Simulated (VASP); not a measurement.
# Ag in VASP: further runs

The runs below take Ag through single point, relaxation of the atoms, with PBE.

Everything below comes from runs of VASP 6.6.1. Logs are shortened: lines on timing, memory, paths and dates and some standing lists are left out, and cuts for length are marked.

### Step 1. The cell of the first run

The cell holds a slab with vacuum, 5 atoms: a = 2.936 Å, b = 2.936 Å, c = 24.576 Å, α = 90.00°, β = 90.00°, γ = 120.00°.

### Step 2. Single point, PBE

INCAR

```
SYSTEM = Ag
PREC = Accurate
ENCUT = 520
EDIFF = 1E-6
ISMEAR = 0
SIGMA = 0.1
LREAL = .FALSE.
LASPH = .TRUE.
NELM = 80
ALGO = Normal
ISIF = 2
LWAVE = .FALSE.
LCHARG = .FALSE.
LDIPOL = .TRUE.
IDIPOL = 3
DIPOL = 0.5 0.5 0.500
GGA = PE
NBANDS = 36
```

KPOINTS

```
Automatic mesh
0
G
  12 12 1
  0 0 0
```

POSCAR

```
Ag
1.0
    2.9355691563      0.0000000000      0.0000000000
   -1.4677845782      2.5422774640      0.0000000000
    0.0000000000      0.0000000000     24.5762430178
Ag
5
Direct
    0.0000000000      0.0000000000      0.3051727636
    0.6666666667      0.3333333333      0.4025400765
    0.3333333333      0.6666666667      0.4999073894
    0.6666666667      0.3333333333      0.5974599235
    0.3333333333      0.6666666667      0.6948272364
```

Potentials or basis: VASP PAW PBE potentials, release 64 (Ag).

Started as:

```sh
cat potpaw_PBE.64/Ag/POTCAR > POTCAR
mpirun -np 1 vasp_std > vasp.out
```

OUTCAR:

```text
SYSTEM = Ag
   PREC = Accurate
   ENCUT = 520
   EDIFF = 1E-6
   ISMEAR = 0
   LREAL = .FALSE.
   LASPH = .TRUE.
   NELM = 80
   ISIF = 2
   GGA = PE

 ion  position               nearest neighbor table
   1  0.000  0.000  0.305-   2 2.93   2 2.93   2 2.93
   2  0.667  0.333  0.403-   3 2.93   1 2.93   3 2.93   1 2.93   1 2.93   3 2.93
   3  0.333  0.667  0.500-   2 2.93   2 2.93   2 2.93   4 2.94   4 2.94   4 2.94
   4  0.667  0.333  0.597-   5 2.93   5 2.93   5 2.93   3 2.94   3 2.94   3 2.94
   5  0.333  0.667  0.695-   4 2.93   4 2.93   4 2.93

  LATTYP: Found a hexagonal cell.
 ALAT       =     2.9355691563
 C/A-ratio  =     8.3718835119

  Lattice vectors:

 A1 = (   2.9355691563,   0.0000000000,   0.0000000000)
 A2 = (  -1.4677845782,   2.5422774640,   0.0000000000)
 A3 = (   0.0000000000,   0.0000000000,  24.5762430178)

Analysis of symmetry for initial positions (statically):
=====================================================================
 Subroutine PRICEL returns:
 Original cell was already a primitive cell.

 Routine SETGRP: Setting up the symmetry group for a
 hexagonal supercell.

 Subroutine GETGRP returns: Found  6 space group operations
 (whereof  6 operations were pure point group operations)
 out of a pool of 24 trial point group operations.

The static configuration has the point symmetry C_3v.

Analysis of symmetry for dynamics (positions and initial velocities):
=====================================================================
 Subroutine PRICEL returns:
 Original cell was already a primitive cell.

 Routine SETGRP: Setting up the symmetry group for a
 hexagonal supercell.

 Subroutine GETGRP returns: Found  6 space group operations
 (whereof  6 operations were pure point group operations)
 out of a pool of 24 trial point group operations.

The dynamic configuration has the point symmetry C_3v.

 Subroutine INISYM returns: Found  6 space group operations
 (whereof  6 operations are pure point group operations),
 and found     1 'primitive' translations

----------------------------------------------------------------------------------------

                                     Primitive cell

  volume of cell :     183.4133

  direct lattice vectors                    reciprocal lattice vectors
[... 92 lines left out ...]
   NFREE  =      0    steps in history (QN), initial steepest desc. (CG)
   ISIF   =      2    stress and relaxation
   ISYM   =      2    0-nonsym 1-usesym 2-fastsym
   POTIM  = 0.5000    time-step for ionic-motion
   TEBEG  =    0.0;   TEEND  =   0.0 temperature during run
   PSTRESS=    0.0 pullay stress
   NELECT =      55.0000    total number of electrons
   NUPDOWN=      -1.0000    fix difference up-down
   EMIN   =  10.00;   EMAX   =-10.00  energy-range for DOS
   EFERMI =   0.00;   METHOD = LEGACY
   ISMEAR =     0;   SIGMA  =   0.10  broadening in eV -4-tet -1-fermi 0-gaus
   EFERMI_NEDOS =   21; number of points for ismear=-14 and -15
   IALGO  =     38    algorithm
   IMIX   =      4    mixing-type and parameters
     AMIX     =   0.40;   BMIX     =  1.00
     AMIX_MAG =   1.60;   BMIX_MAG =  1.00
  volume/ion in A,a.u.               =      36.68       247.55
  Fermi-wavevector in a.u.,A,eV,Ry     =   1.095768  2.070702 16.336632  1.200709
  Thomas-Fermi vector in A             =   2.232098
   LORBIT       =      0    0 simple, 1 ext, 2 COOP (PROOUT), +10 PAW based schemes
   GGA     = PE    functional components
   LHFCALC =     F    Hartree Fock is set to
   AEXX    =    0.0000 exact exchange contribution
   IVDW    =     0    specifies the selected vdW correction
   LEPSILON=     F    determine dielectric tensor
   LRPA    =     F    only Hartree local field effects (RPA)
 non-spin polarized calculation
 Gauss-broadening in eV      SIGMA  =   0.10
  energy-cutoff  :      520.00
  volume of cell :      183.41
 maximum number of plane-waves:      5035
 NGX is ok and might be reduce to    24

 dipolmoment           0.000000      0.000000      0.000004 electrons x Angstroem

 number of electron      55.0000015 magnetization

 dipolmoment           0.000000      0.000000     -0.000068 electrons x Angstroem

 Free energy of the ion-electron system (eV)
  ---------------------------------------------------
  ext. energy  EPLUGINS =         0.00000000
  ---------------------------------------------------
  free energy    TOTEN  =       -12.87010261 eV

  energy without entropy =      -12.86120048  energy(sigma->0) =      -12.86565155

 E-fermi :   1.5488     XC(G=0):  -6.4793

 val. band max:        1.4656358161   @ k =   0.2500   0.0833   0.0000
 cond. band min:       1.6172961934   @ k =   0.2500   0.2500   0.0000
 fundamental gap:      0.1516603773
 Fermi energy:         1.5487975810

 k-point     1 :       0.0000    0.0000    0.0000
  band No.  band energies     occupation
      1      -5.6105      2.00000
      2      -5.0076      2.00000
      3      -4.4787      2.00000
      4      -4.3414      2.00000
      5      -4.3357      2.00000
      6      -3.0761      2.00000
[... 730 lines left out ...]
     35       7.6045      0.00000
     36       7.9818      0.00000

------------------------ aborting loop because EDIFF is reached ----------------------------------------

 vacuum level on the upper side and lower side of the slab       (xc-potential included)        -0.161        -0.162

  FORCE on cell =-STRESS in cart. coord.  units (eV):
  Direction    XX          YY          ZZ          XY          YZ          ZX
  --------------------------------------------------------------------------------------
  -------------------------------------------------------------------------------------
  Total       -0.9901616     -0.9901616     -0.2292119      0.0000000      0.0000000      0.0000000
  in kB       -8.6493984     -8.6493984     -2.0022441      0.0000000      0.0000000      0.0000000
  external PRESSURE =      -6.4336803 kB  Pullay stress =       0.0000000 kB

 VOLUME and BASIS-vectors are now :
 -----------------------------------------------------------------------------
  energy-cutoff  :      520.00
  volume of cell :      183.41
      direct lattice vectors                 reciprocal lattice vectors
     2.935569156  0.000000000  0.000000000     0.340649444  0.196674048  0.000000000
    -1.467784578  2.542277464  0.000000000     0.000000000  0.393348096  0.000000000
     0.000000000  0.000000000 24.576243018     0.000000000  0.000000000  0.040689702

 POSITION                                       TOTAL-FORCE (eV/Angst)
 -----------------------------------------------------------------------------------
      0.00000      0.00000      7.50000         0.000000      0.000000     -0.012765
      1.46778      0.84743      9.89292        -0.000000      0.000000      0.072407
     -0.00000      1.69485     12.28585         0.000000      0.000000      0.000242
      1.46778      0.84743     14.68332        -0.000000      0.000000     -0.086484
     -0.00000      1.69485     17.07624         0.000000     -0.000000      0.026601
 -----------------------------------------------------------------------------------
    total drift:                               -0.000000      0.000000     -0.000024

  FREE ENERGIE OF THE ION-ELECTRON SYSTEM (eV)
  ---------------------------------------------------
  free  energy   TOTEN  =       -12.8701026116 eV

  energy  without entropy=      -12.8612004836  energy(sigma->0) =      -12.86565155

 vacuum level on the upper side and lower side of the slab         5.854         5.852
```

OSZICAR:

```text
N       E                     dE             d eps       ncg     rms          rms(c)
DAV:   1     0.341030732477E+03    0.34103E+03   -0.26197E+04  1368   0.135E+03
DAV:   2    -0.546976031036E+01   -0.34650E+03   -0.33217E+03  1460   0.299E+02
DAV:   3    -0.138451719538E+02   -0.83754E+01   -0.83059E+01  1536   0.492E+01
[... 18 lines left out ...]
DAV:  22    -0.128700934832E+02   -0.54697E-05   -0.14052E-07   928   0.265E-03    0.726E-04
DAV:  23    -0.128700991981E+02   -0.57149E-05   -0.24725E-07   948   0.345E-03    0.113E-03
DAV:  24    -0.128701012788E+02   -0.20808E-05   -0.32151E-07   920   0.487E-03    0.360E-04
DAV:  25    -0.128701023423E+02   -0.10634E-05   -0.23396E-08   912   0.711E-04    0.195E-04
DAV:  26    -0.128701026116E+02   -0.26936E-06   -0.47056E-09   880   0.289E-04
   1 F= -.12870103E+02 E0= -.12865652E+02  d E =-.890213E-02
```

It took 5.5 min on 1 thread of Intel Xeon 8259CL, shared host; peak memory 0.36 GiB.

What came out:

- Free energy: -12.8701 eV
- Largest force: 0.086 eV/Å
- Band gap on the k mesh: zero (an odd number of electrons rules out a gap without spin polarisation)

Forces in eV/Å, atoms in the order of the input:
```
Ag   0.000  0.000 -0.013
Ag   0.000  0.000  0.072
Ag   0.000  0.000  0.000
Ag   0.000  0.000 -0.086
Ag   0.000  0.000  0.027
```

### Step 3. Single point, PBE

Changes to INCAR since step 2:

```diff
@@ -8,3 +8,3 @@
 LASPH = .TRUE.
-NELM = 80
+NELM = 60
 ALGO = Normal
```

KPOINTS is that of step 2.

POSCAR

```
Ag
1.0
    2.9355691563      0.0000000000      0.0000000000
   -1.4677845782      2.5422774639      0.0000000000
    0.0000000000      0.0000000000     24.5762430178
Ag
5
Direct
    0.0000000000      0.0000000000      0.3056552492
    0.6666666667      0.3333333333      0.4033274063
    0.3333333333      0.6666666667      0.4998581738
    0.6666666667      0.3333333333      0.5965663017
    0.3333333333      0.6666666667      0.6945002583
```

Potentials or basis: VASP PAW PBE potentials, release 64 (Ag).

Started as:

```sh
cat potpaw_PBE.64/Ag/POTCAR > POTCAR
mpirun -np 1 vasp_std > vasp.out
```

Run time: 4.9 min. Hardware: 1 thread of Intel Xeon 8259CL, shared host; peak memory 0.36 GiB.

Results (log left out):

```
Free energy            : -12.8716 eV
Band gap on the k mesh : zero (an odd number of electrons rules out a gap without spin polarisation)
```

Forces on the atoms (eV/Å):
```
Ag   0.000  0.000  0.002
Ag   0.000  0.000 -0.002
Ag   0.000  0.000  0.000
Ag   0.000  0.000  0.002
Ag   0.000  0.000 -0.002
```

Levels at points of the mesh, in eV from the Fermi level:
```tsv
k point	band 24	band 25	band 26	band 27	band 28	band 29	band 30	band 31	band 32	band 33
(0.00, 0.00, 0.00)	-3.35	-3.15	-3.15	-3.03	-3.03	-2.65	-0.64	0.27	3.90	4.40
(0.50, 0.00, 0.00)	-2.76	-2.75	0.18	0.53	1.11	1.43	1.54	3.98	4.31	4.92
```

### Step 4. Relaxation of the atoms, PBE

This run uses another cell than the first one: it holds 7 atoms, not 5.

INCAR

```
SYSTEM = Ag
PREC = Accurate
ENCUT = 520
EDIFF = 1E-6
ISMEAR = 0
SIGMA = 0.1
LREAL = .False.
LASPH = .True.
NELM = 100
ALGO = Fast
ISIF = 2
LWAVE = .False.
LCHARG = .False.
LDIPOL = .True.
IDIPOL = 3
DIPOL = 0.5 0.5 0.500
GGA = PE
IBRION = 2
NSW = 80
EDIFFG = -0.02
```

KPOINTS

```
regular mesh
0
Gamma
  12 12 1
  0 0 0
```

POSCAR

```
Ag
1.0
    2.9355691563      0.0000000000      0.0000000000
   -1.4677845781      2.5422774639      0.0000000000
    0.0000000000      0.0000000000     29.3666405453
Ag
7
Direct
    0.0000000000      0.0000000000      0.2553918276
    0.6666666667      0.3333333333      0.3368762161
    0.3333333333      0.6666666667      0.4183606045
    0.6666666667      0.3333333333      0.5000000000
    0.3333333333      0.6666666667      0.5814843884
    0.0000000000      0.0000000000      0.6629687769
    0.3333333333      0.6666666667      0.7446081724
```

Potentials or basis: VASP PAW PBE potentials, release 64 (Ag).

Started as:

```sh
cat potpaw_PBE.64/Ag/POTCAR > POTCAR
mpirun -np 1 vasp_std > vasp.out
```

OUTCAR:

```text
SYSTEM = Ag
   PREC = Accurate
   ENCUT = 520
   EDIFF = 1E-6
   ISMEAR = 0
   LREAL = .False.
   LASPH = .True.
   NELM = 100
   ISIF = 2
   GGA = PE
   IBRION = 2
   NSW = 80
   EDIFFG = -0.02

 ion  position               nearest neighbor table
   1  0.000  0.000  0.255-   2 2.93   2 2.93   2 2.93
   2  0.667  0.333  0.337-   3 2.93   3 2.93   3 2.93   1 2.93   1 2.93   1 2.93
   3  0.333  0.667  0.418-   2 2.93   2 2.93   2 2.93   4 2.94   4 2.94   4 2.94
   4  0.667  0.333  0.500-   5 2.93   5 2.93   5 2.93   3 2.94   3 2.94   3 2.94
   5  0.333  0.667  0.581-   4 2.93   4 2.93   4 2.93   6 2.93   6 2.93   6 2.93
   6  0.000  0.000  0.663-   5 2.93   5 2.93   5 2.93   7 2.94   7 2.94   7 2.94
   7  0.333  0.667  0.745-   6 2.94   6 2.94   6 2.94

  LATTYP: Found a hexagonal cell.
 ALAT       =     2.9355691563
 C/A-ratio  =    10.0037297647

  Lattice vectors:

 A1 = (   2.9355691563,   0.0000000000,   0.0000000000)
 A2 = (  -1.4677845781,   2.5422774639,   0.0000000000)
 A3 = (   0.0000000000,   0.0000000000,  29.3666405453)

Analysis of symmetry for initial positions (statically):
=====================================================================
 Subroutine PRICEL returns:
[... 252 lines left out ...]
  FREE ENERGIE OF THE ION-ELECTRON SYSTEM (eV)
  ---------------------------------------------------
  free  energy   TOTEN  =       -18.3217783065 eV

  energy  without entropy=      -18.3115260710  energy(sigma->0) =      -18.31665219

 dipolmoment           0.000000      0.000000     -0.000376 electrons x Angstroem

--------------------------------------- Ionic step        3  -------------------------------------------

 number of electron      77.0000021 magnetization

 dipolmoment           0.000000      0.000000      0.000097 electrons x Angstroem

 Free energy of the ion-electron system (eV)
  ---------------------------------------------------
  ext. energy  EPLUGINS =         0.00000000
  ---------------------------------------------------
  free energy    TOTEN  =       -18.32197917 eV

  energy without entropy =      -18.31169428  energy(sigma->0) =      -18.31683672

 E-fermi :   2.5274     XC(G=0):  -7.3598

 val. band max:        2.5265294480   @ k =   0.0833  -0.0000   0.0000
 cond. band min:       2.5805926165   @ k =   0.4167   0.0833   0.0000
 fundamental gap:      0.0540631685
 Fermi energy:         2.5274050417

 k-point     1 :       0.0000    0.0000    0.0000
  band No.  band energies     occupation
      1      -4.7106      2.00000
      2      -4.3509      2.00000
      3      -3.8210      2.00000
      4      -3.4890      2.00000
      5      -3.4589      2.00000
      6      -3.3230      2.00000
[... 920 lines left out ...]
     45       7.3159      0.00000
     46       7.5881      0.00000

------------------------ aborting loop because EDIFF is reached ----------------------------------------

 vacuum level on the upper side and lower side of the slab       (xc-potential included)        -0.013        -0.015

  FORCE on cell =-STRESS in cart. coord.  units (eV):
  Direction    XX          YY          ZZ          XY          YZ          ZX
  --------------------------------------------------------------------------------------
  -------------------------------------------------------------------------------------
  Total       -0.8896258     -0.8896258     -0.3124544     -0.0000000      0.0000000     -0.0000000
  in kB       -6.5035191     -6.5035191     -2.2841664     -0.0000000      0.0000000     -0.0000000
  external PRESSURE =      -5.0970682 kB  Pullay stress =       0.0000000 kB
[... 22 lines left out ...]
  FREE ENERGIE OF THE ION-ELECTRON SYSTEM (eV)
  ---------------------------------------------------
  free  energy   TOTEN  =       -18.3219791723 eV

  energy  without entropy=      -18.3116942765  energy(sigma->0) =      -18.31683672

 reached required accuracy - stopping structural energy minimisation

 vacuum level on the upper side and lower side of the slab         6.984         6.983
```

CONTCAR:

```text
Ag
   1.00000000000000
     2.9355691563000001    0.0000000000000000    0.0000000000000000
    -1.4677845781000001    2.5422774639000001    0.0000000000000000
     0.0000000000000000    0.0000000000000000   29.3666405453000010
  Ag
     7
Direct
     0.0000000000000000    0.0000000000000000    0.2554318867805210
     0.6666666667000030    0.3333333332999970    0.3370412716848545
     0.3333333332999970    0.6666666667000030    0.4181711373666153
     0.6666666667000030    0.3333333332999970    0.4999979236799469
     0.3333333332999970    0.6666666667000030    0.5816841754366981
     0.0000000000000000    0.0000000000000000    0.6628001931190816
     0.3333333332999970    0.6666666667000030    0.7445633978322878

  0.00000000E+00  0.00000000E+00  0.00000000E+00
  0.00000000E+00  0.00000000E+00  0.00000000E+00
  0.00000000E+00  0.00000000E+00  0.00000000E+00
  0.00000000E+00  0.00000000E+00  0.00000000E+00
  0.00000000E+00  0.00000000E+00  0.00000000E+00
  0.00000000E+00  0.00000000E+00  0.00000000E+00
  0.00000000E+00  0.00000000E+00  0.00000000E+00
```

Wall time 14 min (1 thread of Oxide Virtual Turin-like, shared host); peak memory 0.4 GiB.

Results:

```
Free energy                  : -18.3220 eV
Energy gained by relaxing    : 0.1 meV/atom
Ionic steps                  : 3
Largest force after relaxing : 0.018 eV/Å
Band gap on the k mesh       : zero (an odd number of electrons rules out a gap without spin polarisation)
```

Forces in eV/Å, atoms in the order of the input:
```
Ag   0.000  0.000  0.018
Ag   0.000  0.000 -0.001
Ag   0.000  0.000  0.000
Ag   0.000  0.000  0.001
Ag   0.000  0.000 -0.001
Ag   0.000  0.000  0.001
Ag   0.000  0.000 -0.018
```

The path:
| step | energy change (eV) | largest force (eV/Å) | pressure (GPa) |
| --- | --- | --- | --- |
| 1 | 0.0000 | 0.0435 | -0.52 |
| 2 | -0.0003 | 0.0270 | -0.52 |
| 3 | -0.0005 | 0.0180 | -0.51 |

Final structure:
```
Ag
1.0
     2.93557    0.00000    0.00000
    -1.46778    2.54228    0.00000
     0.00000    0.00000   29.36664
Ag
7
Direct
  0.00000 0.00000 0.25543
  0.66667 0.33333 0.33704
  0.33333 0.66667 0.41817
  0.66667 0.33333 0.50000
  0.33333 0.66667 0.58168
  0.00000 0.00000 0.66280
  0.33333 0.66667 0.74456
```

### Step 5. Summary

```csv
task,cell,gap on the mesh (eV),largest force (eV/Å)
single point,"a = 2.936, b = 2.936, c = 24.576 Å, angles 90.0, 90.0, 120.0°, 5 atoms, atomic positions A",none,0.09
single point,"a = 2.936, b = 2.936, c = 24.576 Å, angles 90.0, 90.0, 120.0°, 5 atoms, atomic positions B",none,-
relaxation of the atoms,"atoms relaxed from a = 2.936, b = 2.936, c = 29.367 Å, angles 90.0, 90.0, 120.0°, 7 atoms, atomic positions C",none,0.02
```

Alike in all rows: level PBE; potentials or basis VASP PAW PBE potentials, release 64 (Ag); no spin polarisation; k mesh 12 × 12 × 1; cutoff (eV) 520; smearing gaussian 0.1 eV.

Total energies depend on the potentials used, so only differences within one code and one set of settings carry meaning.
